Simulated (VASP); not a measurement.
Write the native input for VASP 6.6.1 that does the following.

```yaml
Task: relaxation of cell and atoms
Functional: PBE
Potentials_or_basis: VASP PAW PBE potentials, release 64 (W_sv)
Cutoff: 600 eV
k_mesh: 14 × 14 × 14
Occupations: fermi-dirac, width 0.1 eV
Spin: no spin polarisation
Dipole_correction: no
Further_INCAR_settings: ALGO = Normal; EDIFF = 1e-07; IBRION = 2; EDIFFG = -0.01; NSW = 80; ISIF = 3
```

The structure of W lies in POSCAR:

```
W
1.0
   -1.5823400000      1.5823400000      1.5823400000
    1.5823400000     -1.5823400000      1.5823400000
    1.5823400000      1.5823400000     -1.5823400000
W
1
Direct
    0.0000000000      0.0000000000      0.0000000000
```

One way to write it, as run:

INCAR

```
SYSTEM = W
PREC = Accurate
ENCUT = 600
EDIFF = 1E-7
ISMEAR = -1
SIGMA = 0.1
LREAL = .False.
LASPH = .True.
NELM = 100
ALGO = Normal
ISIF = 3
LWAVE = .False.
LCHARG = .False.
GGA = PE
IBRION = 2
NSW = 80
EDIFFG = -0.01
```

KPOINTS

```
regular mesh
0
Gamma
  14 14 14
  0 0 0
```

Potentials or basis: VASP PAW PBE potentials, release 64 (W_sv).

Command:

```sh
$ cat potpaw_PBE.64/W_sv/POTCAR > POTCAR
$ mpirun -np 1 vasp_std > vasp.out
```

Results of the run:

The relaxed volume is 16.17 Å³/atom, the relaxed cell is a = 2.759 Å, b = 2.759 Å, c = 2.759 Å, α = 109.47°, β = 109.47°, γ = 109.47° and the space group after relaxing (to 0.05 Å) is Im-3m (No. 229). The energy gained by relaxing is 6.5 meV/atom. The ionic steps are 4, the pressure after relaxing is 0.0 GPa and the band gap on the k mesh is zero (band 7 reaches 16.17 eV, above the bottom of band 8 at 9.96 eV).

Caveat: spin-orbit coupling is left out, which moves the levels of the heavy elements.

It took 92 s on 1 thread of AMD EPYC 7R13, with other jobs on the host, peak memory 0.13 GiB.
